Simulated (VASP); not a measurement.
# BaTiO3 (Amm2) in VASP: single point with PBE

Aim: the single point of BaTiO3 with PBE.

All numbers are computed with VASP 6.6.1; they aren't measurements. Logs are shortened: lines on timing, memory, paths and dates and some standing lists are left out, and cuts for length are marked.

**1. The cell of the first run**

Symmetry: Amm2, No. 38, orthorhombic system. Conventional cell: a = 3.973 Å, b = 5.781 Å, c = 5.831 Å, α = 90.00°, β = 90.00°, γ = 90.00°. Within 3.7 Å of Ba (site symmetry mm2) lie 12 O at 2.77 to 3.06 Å and 8 Ti at 3.45 to 3.61 Å. Within 2.5 Å of Ti (site symmetry mm2) lie 6 O at 1.85 to 2.27 Å. Within 2.5 Å of O (site symmetry m) lie 2 Ti at 1.85 to 2.27 Å. Within 2.7 Å of O (site symmetry mm2) lie 2 Ti at 2.00 Å.

**2. Single point, PBE**

Contents of INCAR:

```
PREC = Accurate ; ENCUT = 520
EDIFF = 1E-6 ; ISMEAR = 0
SIGMA = 0.02 ; LREAL = False
LASPH = True ; NELM = 100
ALGO = Normal ; ISIF = 2
LWAVE = False ; LCHARG = False
GGA = PE ; NBANDS = 28
```

Contents of KPOINTS:

```
regular mesh
0
Gamma
  6 6 6
```

Contents of POSCAR:

```
BaTiO3
1.0
    3.9725052574      0.0000000000      0.0000000000
    0.0000000000      2.8904445088      2.9153854155
    0.0000000000     -2.8904445088      2.9153854155
Ba Ti O
1 1 3
Direct
    0.0000000000      0.0082750946      0.0082750946
    0.5000000000      0.5244580684      0.5244580684
    0.5000000000      0.9731675953      0.4899429154
    0.5000000000      0.4899429154      0.9731675953
    0.0000000000      0.4840563263      0.4840563263
```

Potentials or basis: VASP PAW PBE potentials, release 64 (Ba_sv, Ti_sv, O).

On the command line:

```
$ cat potpaw_PBE.64/Ba_sv/POTCAR potpaw_PBE.64/Ti_sv/POTCAR potpaw_PBE.64/O/POTCAR > POTCAR
$ mpirun -np 1 vasp_std > vasp.out
```

OUTCAR:

```text
PREC = Accurate
   ENCUT = 520
   EDIFF = 1E-6
   ISMEAR = 0
   LREAL = False
   LASPH = True
   NELM = 100
   ISIF = 2
   GGA = PE

 ion  position               nearest neighbor table
   1  0.000  0.008  0.008-   5 2.77   4 2.81   3 2.81   3 2.81   4 2.81   5 2.89   5 2.89   4 2.92
                             3 2.92   3 2.92   4 2.92   5 3.06   2 3.45   2 3.45   2 3.51   2 3.51
   2  0.500  0.524  0.524-   3 1.85   4 1.85   5 2.00   5 2.00   3 2.27   4 2.27   1 3.45   1 3.45
                             1 3.51   1 3.51   1 3.51   1 3.51   1 3.61   1 3.61
   3  0.500  0.973  0.490-   2 1.85   2 2.27   1 2.81   1 2.81   1 2.92   1 2.92
   4  0.500  0.490  0.973-   2 1.85   2 2.27   1 2.81   1 2.81   1 2.92   1 2.92
   5  0.000  0.484  0.484-   2 2.00   2 2.00   1 2.77   1 2.89   1 2.89   1 3.06

  LATTYP: Found a base centered orthorhombic cell.
 ALAT       =     5.7808890176
 B/A-ratio  =     1.0086287443
 C/A-ratio  =     0.6871789521

  Lattice vectors:

 A1 = (   0.0000000000,   2.8904445088,  -2.9153854155)
 A2 = (   0.0000000000,   2.8904445088,   2.9153854155)
 A3 = (   3.9725052574,   0.0000000000,   0.0000000000)

Analysis of symmetry for initial positions (statically):
=====================================================================
 Subroutine PRICEL returns:
 Original cell was already a primitive cell.

 Routine SETGRP: Setting up the symmetry group for a
 base centered orthorhombic supercell.

 Subroutine GETGRP returns: Found  4 space group operations
 (whereof  4 operations were pure point group operations)
 out of a pool of  8 trial point group operations.

The static configuration has the point symmetry C_2v.

Analysis of symmetry for dynamics (positions and initial velocities):
=====================================================================
 Subroutine PRICEL returns:
 Original cell was already a primitive cell.

 Routine SETGRP: Setting up the symmetry group for a
 base centered orthorhombic supercell.

 Subroutine GETGRP returns: Found  4 space group operations
 (whereof  4 operations were pure point group operations)
 out of a pool of  8 trial point group operations.

The dynamic configuration has the point symmetry C_2v.

 Subroutine INISYM returns: Found  4 space group operations
 (whereof  4 operations are pure point group operations),
 and found     1 'primitive' translations

----------------------------------------------------------------------------------------

                                     Primitive cell

  volume of cell :      66.9507

  direct lattice vectors                    reciprocal lattice vectors
     3.972505257  0.000000000  0.000000000     0.251730315  0.000000000  0.000000000
     0.000000000  2.890444509  2.915385415     0.000000000  0.172983774  0.171503911
     0.000000000 -2.890444509  2.915385415     0.000000000 -0.172983774  0.171503911

  length of vectors
     3.972505257  4.105379590  4.105379590     0.251730315  0.243591826  0.243591826

  position of ions in fractional coordinates (direct lattice)
     0.000000000  0.008275095  0.008275095
     0.500000000  0.524458068  0.524458068
     0.500000000  0.973167595  0.489942915
     0.500000000  0.489942915  0.973167595
     0.000000000  0.484056326  0.484056326

  ion indices of the primitive-cell ions
   primitive index   ion index
                 1           1
                 2           2
                 3           3
                 4           4
                 5           5

----------------------------------------------------------------------------------------

 KPOINTS: regular mesh

Automatic generation of k-mesh.
 Grid dimensions read from file:
 generate k-points for:    6    6    6

 Generating k-lattice:

  Cartesian coordinates                     Fractional coordinates (reciprocal lattice)
     0.041955053  0.000000000  0.000000000     0.166666667  0.000000000  0.000000000
     0.000000000  0.028830629  0.028583985     0.000000000  0.166666667 -0.000000000
     0.000000000 -0.028830629  0.028583985     0.000000000 -0.000000000  0.166666667

  Length of vectors
     0.041955053  0.040598638  0.040598638

  Shift w.r.t. Gamma in fractional coordinates (k-lattice)
     0.000000000  0.000000000  0.000000000

 Subroutine IBZKPT returns following result:
 ===========================================

 Found     52 irreducible k-points:

 Following reciprocal coordinates:
            Coordinates               Weight
  0.000000  0.000000  0.000000      1.000000
  0.166667  0.000000  0.000000      2.000000
  0.333333  0.000000  0.000000      2.000000
  0.500000  0.000000  0.000000      1.000000
  0.000000  0.166667 -0.000000      4.000000
  0.166667  0.166667 -0.000000      8.000000
[... 16 lines left out ...]
  0.333333  0.333333  0.166667      8.000000
  0.500000  0.333333  0.166667      4.000000
 [... further k-points ...]
   k-points           NKPTS =     52   k-points in BZ     NKDIM =     52   number of bands    NBANDS=     28
   number of dos      NEDOS =    301   number of ions     NIONS =      5
   total plane-waves  NPLWV =  30720
   dimension x,y,z NGX =    30 NGY =   32 NGZ =   32
   dimension x,y,z NGXF=    60 NGYF=   64 NGZF=   64
   ions per type =               1   1   3
   NGX,Y,Z   is equivalent  to a cutoff of  12.55, 12.96, 12.96 a.u.
   NGXF,Y,Z  is equivalent  to a cutoff of  25.11, 25.92, 25.92 a.u.
 SYSTEM =  unknown system
   PREC   = accura    normal or accurate (medium, high low for compatibility)
   ISTART =      0    job   : 0-new  1-cont  2-samecut
   ICHARG =      2    charge: 1-file 2-atom 10-const
   ISPIN  =      1    spin polarized calculation?
   LNONCOLLINEAR =      F non collinear calculations
   LSORBIT =      F    spin-orbit coupling
   LASPH  =      T    aspherical Exc in radial PAW
   ENCUT  =  520.0 eV  38.22 Ry    6.18 a.u.   7.39  7.63  7.63*2*pi/ulx,y,z
   NELM   =    100;   NELMIN=  2; NELMDL= -5     # of ELM steps
   EDIFF  = 0.1E-05   stopping-criterion for ELM
   LREAL  =      F    real-space projection
   EDIFFG = 0.1E-04   stopping-criterion for IOM
   NSW    =      0    number of steps for IOM
   IBRION =     -1    ionic relax: 0-MD 1-quasi-New 2-CG
   NFREE  =      0    steps in history (QN), initial steepest desc. (CG)
   ISIF   =      2    stress and relaxation
   ISYM   =      2    0-nonsym 1-usesym 2-fastsym
   POTIM  = 0.5000    time-step for ionic-motion
   TEBEG  =    0.0;   TEEND  =   0.0 temperature during run
   PSTRESS=    0.0 pullay stress
   NELECT =      40.0000    total number of electrons
   NUPDOWN=      -1.0000    fix difference up-down
   EMIN   =  10.00;   EMAX   =-10.00  energy-range for DOS
   EFERMI =   0.00;   METHOD = LEGACY
   ISMEAR =     0;   SIGMA  =   0.02  broadening in eV -4-tet -1-fermi 0-gaus
   EFERMI_NEDOS =   21; number of points for ismear=-14 and -15
   IALGO  =     38    algorithm
   IMIX   =      4    mixing-type and parameters
     AMIX     =   0.40;   BMIX     =  1.00
     AMIX_MAG =   1.60;   BMIX_MAG =  1.00
  volume/ion in A,a.u.               =      13.39        90.36
  Fermi-wavevector in a.u.,A,eV,Ry     =   1.378827  2.605605 25.866907  1.901164
  Thomas-Fermi vector in A             =   2.503853
   LORBIT       =      0    0 simple, 1 ext, 2 COOP (PROOUT), +10 PAW based schemes
   GGA     = PE    functional components
   LHFCALC =     F    Hartree Fock is set to
   AEXX    =    0.0000 exact exchange contribution
   IVDW    =     0    specifies the selected vdW correction
   LEPSILON=     F    determine dielectric tensor
   LRPA    =     F    only Hartree local field effects (RPA)
 non-spin polarized calculation
 Gauss-broadening in eV      SIGMA  =   0.02
  energy-cutoff  :      520.00
  volume of cell :       66.95
 maximum number of plane-waves:      1823
 NGX is ok and might be reduce to    30
   NGX = 15   NGY = 15   NGZ = 15

 number of electron      39.9999988 magnetization

 Free energy of the ion-electron system (eV)
  ---------------------------------------------------
  ext. energy  EPLUGINS =         0.00000000
  ---------------------------------------------------
  free energy    TOTEN  =       -40.05260218 eV

  energy without entropy =      -40.05260218  energy(sigma->0) =      -40.05260218

 E-fermi :   3.7906     XC(G=0): -11.0039

 val. band max:        3.5031567171   @ k =   0.5000   0.5000   0.5000
 cond. band min:       5.8489786442   @ k =   0.0000   0.0000   0.0000
 fundamental gap:      2.3458219271
 Fermi energy:         3.7906078592

 k-point     1 :       0.0000    0.0000    0.0000
  band No.  band energies     occupation
      1     -52.8729      2.00000
      2     -29.1548      2.00000
      3     -29.1531      2.00000
      4     -29.0695      2.00000
      5     -21.4792      2.00000
      6     -13.2817      2.00000
[... 20 lines left out ...]
     27       8.6763      0.00000
     28      10.3308      0.00000

 k-point     2 :       0.1667    0.0000    0.0000
  band No.  band energies     occupation
      1     -52.8726      2.00000
      2     -29.1543      2.00000
      3     -29.1526      2.00000
      4     -29.0834      2.00000
      5     -21.4521      2.00000
      6     -13.2902      2.00000
[... 20 lines left out ...]
     27       9.1621      0.00000
     28      10.9949      0.00000

 k-point     3 :       0.3333    0.0000    0.0000
  band No.  band energies     occupation
      1     -52.8720      2.00000
      2     -29.1532      2.00000
      3     -29.1515      2.00000
      4     -29.1110      2.00000
      5     -21.3969      2.00000
      6     -13.3832      2.00000
[... 20 lines left out ...]
     27      10.1479      0.00000
     28      11.5672      0.00000

 k-point     4 :       0.5000    0.0000    0.0000
  band No.  band energies     occupation
      1     -52.8718      2.00000
      2     -29.1525      2.00000
      3     -29.1510      2.00000
      4     -29.1248      2.00000
      5     -21.3688      2.00000
      6     -13.4519      2.00000
[... 20 lines left out ...]
     27      10.9371      0.00000
     28      11.5085      0.00000

 k-point     5 :       0.0000    0.1667   -0.0000
  band No.  band energies     occupation
      1     -52.8727      2.00000
      2     -29.1637      2.00000
      3     -29.1535      2.00000
      4     -29.0691      2.00000
      5     -21.4579      2.00000
      6     -13.2931      2.00000
[... 20 lines left out ...]
     27       9.1320      0.00000
     28      10.9548      0.00000

 k-point     6 :       0.1667    0.1667   -0.0000
  band No.  band energies     occupation
      1     -52.8724      2.00000
      2     -29.1631      2.00000
      3     -29.1530      2.00000
      4     -29.0830      2.00000
      5     -21.4327      2.00000
      6     -13.2690      2.00000
[... 463 lines left out ...]
      5     -21.3991      2.00000
      6     -13.2887      2.00000
[... 20 lines left out ...]
     27      10.6714      0.00000
     28      11.8499      0.00000

 k-point    22 :       0.1667    0.3333    0.1667
  band No.  band energies     occupation
      1     -52.8719      2.00000
      2     -29.1814      2.00000
      3     -29.1616      2.00000
      4     -29.0817      2.00000
      5     -21.3787      2.00000
      6     -13.1968      2.00000
[... 20 lines left out ...]
     27      10.8185      0.00000
     28      11.6489      0.00000

 k-point    23 :       0.3333    0.3333    0.1667
  band No.  band energies     occupation
      1     -52.8714      2.00000
      2     -29.1799      2.00000
      3     -29.1605      2.00000
      4     -29.1089      2.00000
      5     -21.3372      2.00000
      6     -13.0466      2.00000
[... 20 lines left out ...]
     27      11.4477      0.00000
     28      11.6146      0.00000

 k-point    24 :       0.5000    0.3333    0.1667
  band No.  band energies     occupation
      1     -52.8711      2.00000
      2     -29.1791      2.00000
      3     -29.1599      2.00000
      4     -29.1224      2.00000
      5     -21.3161      2.00000
      6     -13.0036      2.00000
[... 20 lines left out ...]
     27      11.4856      0.00000
     28      11.8416      0.00000

 [... further k-points ...]

------------------------ aborting loop because EDIFF is reached ----------------------------------------

  FORCE on cell =-STRESS in cart. coord.  units (eV):
  Direction    XX          YY          ZZ          XY          YZ          ZX
  --------------------------------------------------------------------------------------
  -------------------------------------------------------------------------------------
  Total        0.6390577      0.6738590      0.6519921      0.0000000      0.0000000      0.0000000
  in kB       15.2931018     16.1259217     15.6026308      0.0000000      0.0000000      0.0000000
  external PRESSURE =      15.6738847 kB  Pullay stress =       0.0000000 kB

 VOLUME and BASIS-vectors are now :
 -----------------------------------------------------------------------------
  energy-cutoff  :      520.00
  volume of cell :       66.95
      direct lattice vectors                 reciprocal lattice vectors
     3.972505257  0.000000000  0.000000000     0.251730315  0.000000000  0.000000000
     0.000000000  2.890444509  2.915385415     0.000000000  0.172983774  0.171503911
     0.000000000 -2.890444509  2.915385415     0.000000000 -0.172983774  0.171503911

 POSITION                                       TOTAL-FORCE (eV/Angst)
 -----------------------------------------------------------------------------------
      0.00000      0.00000      0.04825         0.000000      0.000000     -0.045779
      1.98625      0.00000      3.05799         0.000000      0.000000     -0.087614
      1.98625      1.39673      4.26553         0.000000      0.035200      0.056111
      1.98625     -1.39673      4.26553         0.000000     -0.035200      0.056111
      0.00000      0.00000      2.82242         0.000000      0.000000      0.021171
 -----------------------------------------------------------------------------------
    total drift:                                0.000000     -0.000000     -0.000380

  FREE ENERGIE OF THE ION-ELECTRON SYSTEM (eV)
  ---------------------------------------------------
  free  energy   TOTEN  =       -40.0526021827 eV

  energy  without entropy=      -40.0526021827  energy(sigma->0) =      -40.05260218
```

It took 41 s on 1 thread of Intel Xeon 6975P-C (Granite Rapids), shared host; peak memory 0.24 GiB.

Results:

* Free energy: -40.0526 eV
* Pressure: 1.6 GPa
* Largest force: 0.088 eV/Å
* Band gap on the k mesh: 2.35 eV, indirect (least direct gap 2.89 eV)

Forces in eV/Å, atoms in the order of the input:
```
Ba   0.000  0.000 -0.046
Ti   0.000  0.000 -0.088
O    0.000  0.035  0.056
O    0.000 -0.035  0.056
O    0.000  0.000  0.021
```

Caveat: spin-orbit coupling is left out, which moves the levels of the heavy elements. A k mesh can miss the band edges.
